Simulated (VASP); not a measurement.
# BaLi2Mg2Si2 in VASP: single point with PBEsol

Aim: the single point of BaLi2Mg2Si2 with PBEsol.

All numbers are computed with VASP 6.6.1; they aren't measurements. Logs are shortened: lines on timing, memory, paths and dates and some standing lists are left out, and cuts for length are marked.

## Step 1: The cell of the first run

The cell holds a disordered packing, 7 atoms: a = 7.065 Å, b = 6.204 Å, c = 4.112 Å, α = 94.46°, β = 101.93°, γ = 91.29°.

## Step 2: Single point, PBEsol

Contents of INCAR:

```
SYSTEM = BaLi2Mg2Si2
  ALGO = Normal
  EDIFF = 1E-6
  ENCUT = 520
  GGA = PS
  ISIF = 2
  ISMEAR = -1
  LASPH = .TRUE.
  LCHARG = .FALSE.
  LREAL = .FALSE.
  LWAVE = .FALSE.
  NBANDS = 23
  NELM = 80
  PREC = Accurate
  SIGMA = 0.1
```

Contents of KPOINTS:

```
Automatic mesh
0
Gamma
  3 3 5
  0 0.5 0
```

Contents of POSCAR:

```
BaLi2Mg2Si2
1.0
    6.9156040000     -0.0471590000     -1.4420610000
   -0.2495730000      6.1572870000     -0.7135300000
   -0.0101680000      0.1535080000      4.1088910000
Ba Mg Li Si
1 2 2 2
Direct
    0.7775000000      0.7738690000      0.4259100000
    0.3392810000      0.3727050000      0.0083420000
    0.4196330000      0.9054780000      0.7907890000
    0.0783150000      0.1752460000      0.3559360000
    0.1757000000      0.7640310000      0.1706830000
    0.9486990000      0.4118020000      0.8762030000
    0.6656200000      0.2676300000      0.4256760000
```

Potentials or basis: VASP PAW PBE potentials, release 64 (Ba_sv, Mg, Li_sv, Si).

Command:

```sh
> cat potpaw_PBE.64/Ba_sv/POTCAR potpaw_PBE.64/Mg/POTCAR potpaw_PBE.64/Li_sv/POTCAR potpaw_PBE.64/Si/POTCAR > POTCAR
> mpirun -np 1 vasp_std > vasp.out
```

OUTCAR:

```text
SYSTEM = BaLi2Mg2Si2
   EDIFF = 1E-6
   ENCUT = 520
   GGA = PS
   ISIF = 2
   ISMEAR = -1
   LASPH = .TRUE.
   LREAL = .FALSE.
   NELM = 80
   PREC = Accurate

 ion  position               nearest neighbor table
   1  0.778  0.774  0.426-   6 3.13   7 3.18   5 3.20   7 3.22   3 3.28   4 3.31   3 3.40   6 3.48
                             2 3.94
   2  0.339  0.373  0.008-   7 2.70   6 2.72   5 2.80   4 2.86   3 3.07   4 3.07   3 3.55   1 3.94

   3  0.420  0.905  0.791-   5 2.73   5 2.83   2 3.07   1 3.28   1 3.40   2 3.55
   4  0.078  0.175  0.356-   6 2.58   6 2.82   2 2.86   2 3.07   1 3.31
   5  0.176  0.764  0.171-   3 2.73   6 2.73   2 2.80   3 2.83   1 3.20
   6  0.949  0.412  0.876-   7 2.52   4 2.58   2 2.72   5 2.73   4 2.82   1 3.13   1 3.48
   7  0.666  0.268  0.426-   6 2.52   2 2.70   1 3.18   1 3.22

  LATTYP: Found a triclinic cell.
 ALAT       =     4.1117700987
 B/A-ratio  =     2.1591779464
 C/A-ratio  =     1.5087212019
 COS(alpha) =     0.0180974937
 COS(beta)  =     0.0777846615
 COS(gamma) =     0.6275801304

  Lattice vectors:

 A1 = (  -0.0101680000,   0.1535080000,   4.1088910000)
 A2 = (  -6.9257720000,   0.2006670000,   5.5509520000)
 A3 = (   0.2495730000,  -6.1572870000,   0.7135300000)

Analysis of symmetry for initial positions (statically):
=====================================================================
 Subroutine PRICEL returns:
 Original cell was already a primitive cell.

 Routine SETGRP: Setting up the symmetry group for a
 triclinic supercell.

 Subroutine GETGRP returns: Found  1 space group operations
 (whereof  1 operations were pure point group operations)
 out of a pool of  2 trial point group operations.

The static configuration has the point symmetry C_1 .

Analysis of symmetry for dynamics (positions and initial velocities):
=====================================================================
 Subroutine PRICEL returns:
 Original cell was already a primitive cell.

 Routine SETGRP: Setting up the symmetry group for a
 triclinic supercell.

 Subroutine GETGRP returns: Found  1 space group operations
 (whereof  1 operations were pure point group operations)
 out of a pool of  2 trial point group operations.

The dynamic configuration has the point symmetry C_1 .

 Subroutine INISYM returns: Found  1 space group operations
 (whereof  1 operations are pure point group operations),
 and found     1 'primitive' translations

----------------------------------------------------------------------------------------

                                     Primitive cell

  volume of cell :     175.6359

  direct lattice vectors                    reciprocal lattice vectors
     6.915604000 -0.047159000 -1.442061000     0.144669471  0.005879911  0.000138331
    -0.249573000  6.157287000 -0.713530000    -0.000157125  0.161702699 -0.006041595
    -0.010168000  0.153508000  4.108891000     0.050746075  0.030144123  0.242374067

  length of vectors
     7.064512905  6.203514725  4.111770099     0.144788979  0.161815600  0.249457452

  position of ions in fractional coordinates (direct lattice)
     0.777500000  0.773869000  0.425910000
     0.339281000  0.372705000  0.008342000
     0.419633000  0.905478000  0.790789000
     0.078315000  0.175246000  0.355936000
     0.175700000  0.764031000  0.170683000
     0.948699000  0.411802000  0.876203000
     0.665620000  0.267630000  0.425676000

  ion indices of the primitive-cell ions
   primitive index   ion index
                 1           1
                 2           2
                 3           3
                 4           4
                 5           5
                 6           6
                 7           7

----------------------------------------------------------------------------------------

 KPOINTS: Automatic mesh

Automatic generation of k-mesh.
 Grid dimensions read from file:
 generate k-points for:    3    3    5

 Generating k-lattice:

  Cartesian coordinates                     Fractional coordinates (reciprocal lattice)
     0.048223157  0.001959970  0.000046110     0.333333333  0.000000000  0.000000000
    -0.000052375  0.053900900 -0.002013865    -0.000000000  0.333333333  0.000000000
     0.010149215  0.006028825  0.048474813    -0.000000000  0.000000000  0.200000000

  Length of vectors
     0.048262993  0.053938533  0.049891490

  Shift w.r.t. Gamma in fractional coordinates (k-lattice)
     0.000000000  0.500000000  0.000000000

 Subroutine IBZKPT returns following result:
 ===========================================

 Found     23 irreducible k-points:

 Following reciprocal coordinates:
            Coordinates               Weight
  0.000000  0.166667  0.000000      2.000000
  0.333333  0.166667  0.000000      2.000000
 -0.333333  0.166667 -0.000000      2.000000
  0.000000  0.500000 -0.000000      1.000000
  0.333333  0.500000 -0.000000      2.000000
 -0.000000  0.166667  0.200000      2.000000
[... 15 lines left out ...]
  0.333333 -0.166667  0.400000      2.000000
 -0.333333 -0.166667  0.400000      2.000000
   k-points           NKPTS =     23   k-points in BZ     NKDIM =     23   number of bands    NBANDS=     23
   number of dos      NEDOS =    301   number of ions     NIONS =      7
   total plane-waves  NPLWV =  82944
   dimension x,y,z NGX =    54 NGY =   48 NGZ =   32
   dimension x,y,z NGXF=   108 NGYF=   96 NGZF=   64
   ions per type =               1   2   2   2
   NGX,Y,Z   is equivalent  to a cutoff of  12.71, 12.86, 12.94 a.u.
   NGXF,Y,Z  is equivalent  to a cutoff of  25.42, 25.73, 25.88 a.u.
 SYSTEM =  BaLi2Mg2Si2
   PREC   = accura    normal or accurate (medium, high low for compatibility)
   ISTART =      0    job   : 0-new  1-cont  2-samecut
   ICHARG =      2    charge: 1-file 2-atom 10-const
   ISPIN  =      1    spin polarized calculation?
   LNONCOLLINEAR =      F non collinear calculations
   LSORBIT =      F    spin-orbit coupling
   LASPH  =      T    aspherical Exc in radial PAW
   ENCUT  =  520.0 eV  38.22 Ry    6.18 a.u.  13.14 11.53  7.65*2*pi/ulx,y,z
   NELM   =     80;   NELMIN=  2; NELMDL= -5     # of ELM steps
   EDIFF  = 0.1E-05   stopping-criterion for ELM
   LREAL  =      F    real-space projection
   EDIFFG = 0.1E-04   stopping-criterion for IOM
   NSW    =      0    number of steps for IOM
   IBRION =     -1    ionic relax: 0-MD 1-quasi-New 2-CG
   NFREE  =      0    steps in history (QN), initial steepest desc. (CG)
   ISIF   =      2    stress and relaxation
   ISYM   =      2    0-nonsym 1-usesym 2-fastsym
   POTIM  = 0.5000    time-step for ionic-motion
   TEBEG  =    0.0;   TEEND  =   0.0 temperature during run
   PSTRESS=    0.0 pullay stress
   NELECT =      28.0000    total number of electrons
   NUPDOWN=      -1.0000    fix difference up-down
   EMIN   =  10.00;   EMAX   =-10.00  energy-range for DOS
   EFERMI =   0.00;   METHOD = LEGACY
   ISMEAR =    -1;   SIGMA  =   0.10  broadening in eV -4-tet -1-fermi 0-gaus
   EFERMI_NEDOS =   21; number of points for ismear=-14 and -15
   IALGO  =     38    algorithm
   IMIX   =      4    mixing-type and parameters
     AMIX     =   0.40;   BMIX     =  1.00
     AMIX_MAG =   1.60;   BMIX_MAG =  1.00
  volume/ion in A,a.u.               =      25.09       169.32
  Fermi-wavevector in a.u.,A,eV,Ry     =   0.887680  1.677472 10.721060  0.787976
  Thomas-Fermi vector in A             =   2.009010
   LORBIT       =      0    0 simple, 1 ext, 2 COOP (PROOUT), +10 PAW based schemes
   GGA     = PS    functional components
   LHFCALC =     F    Hartree Fock is set to
   AEXX    =    0.0000 exact exchange contribution
   IVDW    =     0    specifies the selected vdW correction
   LEPSILON=     F    determine dielectric tensor
   LRPA    =     F    only Hartree local field effects (RPA)
 non-spin polarized calculation
  energy-cutoff  :      520.00
  volume of cell :      175.64
 maximum number of plane-waves:      4750
 NGX is ok and might be reduce to    54
   NGX = 27   NGY = 23   NGZ = 15

 number of electron      28.0000005 magnetization

 Free energy of the ion-electron system (eV)
  ---------------------------------------------------
  ext. energy  EPLUGINS =         0.00000000
  ---------------------------------------------------
  free energy    TOTEN  =       -19.44170329 eV

  energy without entropy =      -19.28975050  energy(sigma->0) =      -19.36572690

 E-fermi :   2.6182     XC(G=0):  -8.4180

 val. band max:        2.5685614576   @ k =   0.0000   0.1667   0.0000
 cond. band min:       2.6285313734   @ k =  -0.3333  -0.1667   0.4000
 fundamental gap:      0.0599699158
 Fermi energy:         2.6182411115

 k-point     1 :       0.0000    0.1667    0.0000
  band No.  band energies     occupation
      1     -43.4056      2.00000
      2     -43.1898      2.00000
      3     -25.1269      2.00000
      4     -10.5624      2.00000
      5     -10.5112      2.00000
      6     -10.2046      2.00000
[... 15 lines left out ...]
     22       6.7016      0.00000
     23       7.0638      0.00000

 k-point     2 :       0.3333    0.1667    0.0000
  band No.  band energies     occupation
      1     -43.4056      2.00000
      2     -43.1898      2.00000
      3     -25.1269      2.00000
      4     -10.5651      2.00000
      5     -10.5110      2.00000
      6     -10.2049      2.00000
[... 15 lines left out ...]
     22       6.5108      0.00000
     23       6.7729      0.00000

 k-point     3 :      -0.3333    0.1667   -0.0000
  band No.  band energies     occupation
      1     -43.4056      2.00000
      2     -43.1898      2.00000
      3     -25.1269      2.00000
      4     -10.5654      2.00000
      5     -10.5108      2.00000
      6     -10.2048      2.00000
[... 15 lines left out ...]
     22       6.4738      0.00000
     23       6.8867      0.00000
[... 469 lines left out ...]
 k-point    22 :       0.3333   -0.1667    0.4000
  band No.  band energies     occupation
      1     -43.4055      2.00000
      2     -43.1896      2.00000
      3     -25.0887      2.00000
      4     -10.7794      2.00000
      5     -10.4623      2.00000
      6     -10.4083      2.00000
[... 15 lines left out ...]
     22       6.2532      0.00000
     23       6.7280      0.00000

 k-point    23 :      -0.3333   -0.1667    0.4000
  band No.  band energies     occupation
      1     -43.4055      2.00000
      2     -43.1896      2.00000
      3     -25.0887      2.00000
      4     -10.7795      2.00000
      5     -10.4612      2.00000
      6     -10.4083      2.00000
[... 15 lines left out ...]
     22       5.8592      0.00000
     23       6.3559      0.00000

------------------------ aborting loop because EDIFF is reached ----------------------------------------

  FORCE on cell =-STRESS in cart. coord.  units (eV):
  Direction    XX          YY          ZZ          XY          YZ          ZX
  --------------------------------------------------------------------------------------
  -------------------------------------------------------------------------------------
  Total       -1.0467175      0.5440394     -1.0522319     -2.9416427     -1.3230804     -0.7656510
  in kB       -9.5483156      4.9628101     -9.5986183    -26.8341101    -12.0693397     -6.9843848
  external PRESSURE =      -4.7280412 kB  Pullay stress =       0.0000000 kB

 VOLUME and BASIS-vectors are now :
 -----------------------------------------------------------------------------
  energy-cutoff  :      520.00
  volume of cell :      175.64
      direct lattice vectors                 reciprocal lattice vectors
     6.915604000 -0.047159000 -1.442061000     0.144669471  0.005879911  0.000138331
    -0.249573000  6.157287000 -0.713530000    -0.000157125  0.161702699 -0.006041595
    -0.010168000  0.153508000  4.108891000     0.050746075  0.030144123  0.242374067

 POSITION                                       TOTAL-FORCE (eV/Angst)
 -----------------------------------------------------------------------------------
      5.17941      4.79365      0.07664         0.253375     -0.330280     -0.122051
      2.25323      2.28013     -0.72092         0.465582      0.296565     -0.347750
      2.66799      5.67689      1.99804        -0.241238      0.490764     -0.115866
      0.49424      1.12999      1.22452        -0.195112      0.405366      0.312689
      1.02265      4.72227     -0.09721        -0.121009     -0.448557     -0.150623
      6.44914      2.62535      1.93831        -0.503602     -0.464497      0.068118
      4.53204      1.68183      0.59823         0.342004      0.050639      0.355482
 -----------------------------------------------------------------------------------
    total drift:                                0.000628     -0.000131      0.000770

  FREE ENERGIE OF THE ION-ELECTRON SYSTEM (eV)
  ---------------------------------------------------
  free  energy   TOTEN  =       -19.4417032925 eV

  energy  without entropy=      -19.2897504997  energy(sigma->0) =      -19.36572690
```

Wall time 2.4 min (1 thread of AMD EPYC 7R43 (Zen 3), shared host); peak memory 0.3 GiB.

Results:

- Free energy: -19.4417 eV
- Largest force: 0.688 eV/Å
- Band gap on the k mesh: zero (bands 14 and 15 overlap by 0.40 eV)

Forces on the atoms (eV/Å):
```
Ba   0.253 -0.330 -0.122
Mg   0.466  0.297 -0.348
Mg  -0.241  0.491 -0.116
Li  -0.195  0.405  0.313
Li  -0.121 -0.449 -0.151
Si  -0.504 -0.464  0.068
Si   0.342  0.051  0.355
```

Caveat: the cutoff is under 1.25 times the usual one of these potentials, so pressure, stress and relaxed cells hold a basis-set (Pulay) error; the PAW data sets were made with another functional, which shifts forces and pressure a little; spin-orbit coupling is left out, which moves the levels of the heavy elements.
